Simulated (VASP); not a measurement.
# Ge3N (R32) in VASP: single point with PBE

Aim: the single point of Ge3N with PBE.

All numbers are computed with VASP 6.6.1; they aren't measurements. Logs are shortened: lines on timing, memory, paths and dates and some standing lists are left out, and cuts for length are marked.

## 1. The cell of the first run

Symmetry: R32, No. 155, trigonal system. The conventional cell has a = 5.284 Å, b = 5.284 Å, c = 8.276 Å, α = 90.00°, β = 90.00°, γ = 120.00°. Within 3.0 Å of Ge (site symmetry 2) lie 2 N at 2.28 Å and 4 Ge at 2.76 to 2.88 Å. N (site symmetry 32) has 6 Ge at 2.28 Å within 3.0 Å.

## 2. Single point, PBE

Contents of INCAR:

```
SYSTEM = Ge3N
  PREC = Accurate
  ENCUT = 520
  EDIFF = 1E-6
  ISMEAR = 0
  SIGMA = 0.1
  LREAL = .False.
  LASPH = .True.
  NELM = 60
  ALGO = Normal
  ISIF = 2
  LWAVE = .False.
  LCHARG = .False.
  GGA = PE
  NBANDS = 32
```

Contents of KPOINTS:

```
regular mesh
0
Gamma
  12 12 12
  0 0 0
```

Contents of POSCAR:

```
Ge3N
1.0
    2.6419020174      1.5253028391      2.7586375240
   -2.6419020174      1.5253028391      2.7586375240
    0.0000000000     -3.0506056837      2.7586375209
Ge N
3 1
Direct
    0.5000000000      0.1849434812      0.8150565188
    0.1849434812      0.8150565188      0.5000000000
    0.8150565188      0.5000000000      0.1849434812
    0.0000000000      0.0000000000      0.0000000000
```

Potentials or basis: VASP PAW PBE potentials, release 64 (Ge_d, N).

Command:

```sh
$ cat potpaw_PBE.64/Ge_d/POTCAR potpaw_PBE.64/N/POTCAR > POTCAR
$ mpirun -np 1 vasp_std > vasp.out
```

OUTCAR:

```text
SYSTEM = Ge3N
   PREC = Accurate
   ENCUT = 520
   EDIFF = 1E-6
   ISMEAR = 0
   LREAL = .False.
   LASPH = .True.
   NELM = 60
   ISIF = 2
   GGA = PE

 ion  position               nearest neighbor table
   1  0.500  0.185  0.815-   4 2.28   4 2.28   3 2.76   2 2.76   2 2.88   3 2.88
   2  0.185  0.815  0.500-   4 2.28   4 2.28   1 2.76   3 2.76   3 2.88   1 2.88
   3  0.815  0.500  0.185-   4 2.28   4 2.28   1 2.76   2 2.76   2 2.88   1 2.88
   4  0.000  0.000  0.000-   2 2.28   2 2.28   3 2.28   1 2.28   3 2.28   1 2.28

  LATTYP: Found a trigonal (rhomboedric) cell.
 ALAT       =     4.1129400688
 COS(alpha) =     0.1748010891

  Lattice vectors:

 A1 = (   2.6419020174,   1.5253028391,   2.7586375240)
 A2 = (  -2.6419020174,   1.5253028391,   2.7586375240)
 A3 = (   0.0000000000,  -3.0506056837,   2.7586375209)

Analysis of symmetry for initial positions (statically):
=====================================================================
 Subroutine PRICEL returns:
 Original cell was already a primitive cell.

 Routine SETGRP: Setting up the symmetry group for a
 trigonal (rhombohedral) supercell.

 Subroutine GETGRP returns: Found  6 space group operations
 (whereof  6 operations were pure point group operations)
 out of a pool of 12 trial point group operations.

The static configuration has the point symmetry D_3 .

Analysis of symmetry for dynamics (positions and initial velocities):
=====================================================================
 Subroutine PRICEL returns:
 Original cell was already a primitive cell.

 Routine SETGRP: Setting up the symmetry group for a
 trigonal (rhombohedral) supercell.

 Subroutine GETGRP returns: Found  6 space group operations
 (whereof  6 operations were pure point group operations)
 out of a pool of 12 trial point group operations.

The dynamic configuration has the point symmetry D_3 .

 Subroutine INISYM returns: Found  6 space group operations
 (whereof  6 operations are pure point group operations),
 and found     1 'primitive' translations

----------------------------------------------------------------------------------------

                                     Primitive cell

  volume of cell :      66.6989

  direct lattice vectors                    reciprocal lattice vectors
     2.641902017  1.525302839  2.758637524     0.189257587  0.109267919  0.120832596
    -2.641902017  1.525302839  2.758637524    -0.189257587  0.109267919  0.120832596
     0.000000000 -3.050605684  2.758637521     0.000000000 -0.218535837  0.120832596

  length of vectors
     4.112940069  4.112940069  4.112940069     0.249716696  0.249716696  0.249716696

  position of ions in fractional coordinates (direct lattice)
     0.500000000  0.184943481  0.815056519
     0.184943481  0.815056519  0.500000000
     0.815056519  0.500000000  0.184943481
     0.000000000  0.000000000  0.000000000

  ion indices of the primitive-cell ions
   primitive index   ion index
                 1           1
                 2           2
                 3           3
                 4           4

----------------------------------------------------------------------------------------

 KPOINTS: regular mesh

Automatic generation of k-mesh.
 Grid dimensions read from file:
 generate k-points for:   12   12   12

 Generating k-lattice:

  Cartesian coordinates                     Fractional coordinates (reciprocal lattice)
     0.015771466  0.009105660  0.010069383     0.083333333  0.000000000  0.000000000
    -0.015771466  0.009105660  0.010069383     0.000000000  0.083333333  0.000000000
     0.000000000 -0.018211320  0.010069383    -0.000000000 -0.000000000  0.083333333

  Length of vectors
     0.020809725  0.020809725  0.020809725

  Shift w.r.t. Gamma in fractional coordinates (k-lattice)
     0.000000000  0.000000000  0.000000000

 Subroutine IBZKPT returns following result:
 ===========================================

 Found    189 irreducible k-points:

 Following reciprocal coordinates:
            Coordinates               Weight
  0.000000  0.000000  0.000000      1.000000
  0.083333 -0.000000  0.000000      6.000000
  0.166667  0.000000  0.000000      6.000000
  0.250000 -0.000000  0.000000      6.000000
  0.333333  0.000000 -0.000000      6.000000
  0.416667  0.000000 -0.000000      6.000000
[... 16 lines left out ...]
  0.500000  0.166667  0.000000     12.000000
 -0.416667  0.166667  0.000000     12.000000
 [... further k-points ...]
   k-points           NKPTS =    189   k-points in BZ     NKDIM =    189   number of bands    NBANDS=     32
   number of dos      NEDOS =    301   number of ions     NIONS =      4
   total plane-waves  NPLWV =  32768
   dimension x,y,z NGX =    32 NGY =   32 NGZ =   32
   dimension x,y,z NGXF=    64 NGYF=   64 NGZF=   64
   ions per type =               3   1
   NGX,Y,Z   is equivalent  to a cutoff of  12.93, 12.93, 12.93 a.u.
   NGXF,Y,Z  is equivalent  to a cutoff of  25.87, 25.87, 25.87 a.u.
 SYSTEM =  Ge3N
   PREC   = accura    normal or accurate (medium, high low for compatibility)
   ISTART =      0    job   : 0-new  1-cont  2-samecut
   ICHARG =      2    charge: 1-file 2-atom 10-const
   ISPIN  =      1    spin polarized calculation?
   LNONCOLLINEAR =      F non collinear calculations
   LSORBIT =      F    spin-orbit coupling
   LASPH  =      T    aspherical Exc in radial PAW
   ENCUT  =  520.0 eV  38.22 Ry    6.18 a.u.   7.65  7.65  7.65*2*pi/ulx,y,z
   NELM   =     60;   NELMIN=  2; NELMDL= -5     # of ELM steps
   EDIFF  = 0.1E-05   stopping-criterion for ELM
   LREAL  =      F    real-space projection
   EDIFFG = 0.1E-04   stopping-criterion for IOM
   NSW    =      0    number of steps for IOM
   IBRION =     -1    ionic relax: 0-MD 1-quasi-New 2-CG
   NFREE  =      0    steps in history (QN), initial steepest desc. (CG)
   ISIF   =      2    stress and relaxation
   ISYM   =      2    0-nonsym 1-usesym 2-fastsym
   POTIM  = 0.5000    time-step for ionic-motion
   TEBEG  =    0.0;   TEEND  =   0.0 temperature during run
   PSTRESS=    0.0 pullay stress
   NELECT =      47.0000    total number of electrons
   NUPDOWN=      -1.0000    fix difference up-down
   EMIN   =  10.00;   EMAX   =-10.00  energy-range for DOS
   EFERMI =   0.00;   METHOD = LEGACY
   ISMEAR =     0;   SIGMA  =   0.10  broadening in eV -4-tet -1-fermi 0-gaus
   EFERMI_NEDOS =   21; number of points for ismear=-14 and -15
   IALGO  =     38    algorithm
   IMIX   =      4    mixing-type and parameters
     AMIX     =   0.40;   BMIX     =  1.00
     AMIX_MAG =   1.60;   BMIX_MAG =  1.00
  volume/ion in A,a.u.               =      16.67       112.53
  Fermi-wavevector in a.u.,A,eV,Ry     =   1.456804  2.752961 28.875357  2.122279
  Thomas-Fermi vector in A             =   2.573680
   LORBIT       =      0    0 simple, 1 ext, 2 COOP (PROOUT), +10 PAW based schemes
   GGA     = PE    functional components
   LHFCALC =     F    Hartree Fock is set to
   AEXX    =    0.0000 exact exchange contribution
   IVDW    =     0    specifies the selected vdW correction
   LEPSILON=     F    determine dielectric tensor
   LRPA    =     F    only Hartree local field effects (RPA)
 non-spin polarized calculation
 Gauss-broadening in eV      SIGMA  =   0.10
  energy-cutoff  :      520.00
  volume of cell :       66.70
 maximum number of plane-waves:      1812
   NGX = 15   NGY = 15   NGZ = 15

 number of electron      46.9999959 magnetization

 Free energy of the ion-electron system (eV)
  ---------------------------------------------------
  ext. energy  EPLUGINS =         0.00000000
  ---------------------------------------------------
  free energy    TOTEN  =       -18.98980571 eV

  energy without entropy =      -18.98041658  energy(sigma->0) =      -18.98511114

 E-fermi :   6.3162     XC(G=0): -11.0918

 val. band max:        6.3022462606   @ k =   0.5000   0.5000   0.0833
 cond. band min:       6.3228810911   @ k =  -0.4167   0.3333   0.2500
 fundamental gap:      0.0206348305
 Fermi energy:         6.3162230582

 k-point     1 :       0.0000    0.0000    0.0000
  band No.  band energies     occupation
      1     -18.7065      2.00000
      2     -18.6444      2.00000
      3     -18.6444      2.00000
      4     -18.6258      2.00000
      5     -18.6233      2.00000
      6     -18.5891      2.00000
[... 24 lines left out ...]
     31      12.4041      0.00000
     32      15.4826      0.00000

 k-point     2 :       0.0833   -0.0000    0.0000
  band No.  band energies     occupation
      1     -18.7046      2.00000
      2     -18.6469      2.00000
      3     -18.6419      2.00000
      4     -18.6289      2.00000
      5     -18.6207      2.00000
      6     -18.5914      2.00000
[... 24 lines left out ...]
     31      12.4319      0.00000
     32      15.2124      0.00000

 k-point     3 :       0.1667    0.0000    0.0000
  band No.  band energies     occupation
      1     -18.6993      2.00000
      2     -18.6508      2.00000
      3     -18.6384      2.00000
      4     -18.6317      2.00000
      5     -18.6201      2.00000
      6     -18.5950      2.00000
[... 24 lines left out ...]
     31      12.4462      0.00000
     32      15.0235      0.00000

 k-point     4 :       0.2500   -0.0000    0.0000
  band No.  band energies     occupation
      1     -18.6913      2.00000
      2     -18.6557      2.00000
      3     -18.6351      2.00000
      4     -18.6330      2.00000
      5     -18.6228      2.00000
      6     -18.6001      2.00000
[... 654 lines left out ...]
     31      13.2751      0.00000
     32      14.5651      0.00000

 k-point    23 :       0.5000    0.1667    0.0000
  band No.  band energies     occupation
      1     -18.6728      2.00000
      2     -18.6638      2.00000
      3     -18.6392      2.00000
      4     -18.6323      2.00000
      5     -18.6188      2.00000
      6     -18.6047      2.00000
[... 24 lines left out ...]
     31      13.3805      0.00000
     32      14.5599      0.00000

 k-point    24 :      -0.4167    0.1667    0.0000
  band No.  band energies     occupation
      1     -18.6798      2.00000
      2     -18.6619      2.00000
      3     -18.6411      2.00000
      4     -18.6335      2.00000
      5     -18.6220      2.00000
      6     -18.6017      2.00000
[... 24 lines left out ...]
     31      13.4112      0.00000
     32      14.6456      0.00000

 [... further k-points ...]

------------------------ aborting loop because EDIFF is reached ----------------------------------------

  FORCE on cell =-STRESS in cart. coord.  units (eV):
  Direction    XX          YY          ZZ          XY          YZ          ZX
  --------------------------------------------------------------------------------------
  -------------------------------------------------------------------------------------
  Total        0.0148025      0.0148025      0.0560004     -0.0000000     -0.0000000      0.0000000
  in kB        0.3555706      0.3555706      1.3451886     -0.0000000     -0.0000000      0.0000000
  external PRESSURE =       0.6854433 kB  Pullay stress =       0.0000000 kB

 VOLUME and BASIS-vectors are now :
 -----------------------------------------------------------------------------
  energy-cutoff  :      520.00
  volume of cell :       66.70
      direct lattice vectors                 reciprocal lattice vectors
     2.641902017  1.525302839  2.758637524     0.189257587  0.109267919  0.120832596
    -2.641902017  1.525302839  2.758637524    -0.189257587  0.109267919  0.120832596
     0.000000000 -3.050605684  2.758637521     0.000000000 -0.218535837  0.120832596

 POSITION                                       TOTAL-FORCE (eV/Angst)
 -----------------------------------------------------------------------------------
      0.83235     -1.44167      4.13796        -0.002500      0.004331      0.000000
     -1.66470     -0.00000      4.13796         0.005001     -0.000000      0.000000
      0.83235      1.44167      4.13796        -0.002500     -0.004331     -0.000000
      0.00000      0.00000      0.00000        -0.000000      0.000000     -0.000000
 -----------------------------------------------------------------------------------
    total drift:                                0.000000     -0.000000      0.000000

  FREE ENERGIE OF THE ION-ELECTRON SYSTEM (eV)
  ---------------------------------------------------
  free  energy   TOTEN  =       -18.9898057136 eV

  energy  without entropy=      -18.9804165760  energy(sigma->0) =      -18.98511114
```

Run time: 3.9 min. Hardware: 1 thread of Intel Xeon Platinum 8259CL at 2.50GHz (Skylake/Cascade Lake), shared host; peak memory 0.4 GiB.

Results:

* Free energy: -18.9898 eV
* Pressure: 0.1 GPa
* Largest force: 0.005 eV/Å

Forces on the atoms (eV/Å):
```
Ge  -0.003  0.004  0.000
Ge   0.005  0.000  0.000
Ge  -0.003 -0.004  0.000
N    0.000  0.000  0.000
```
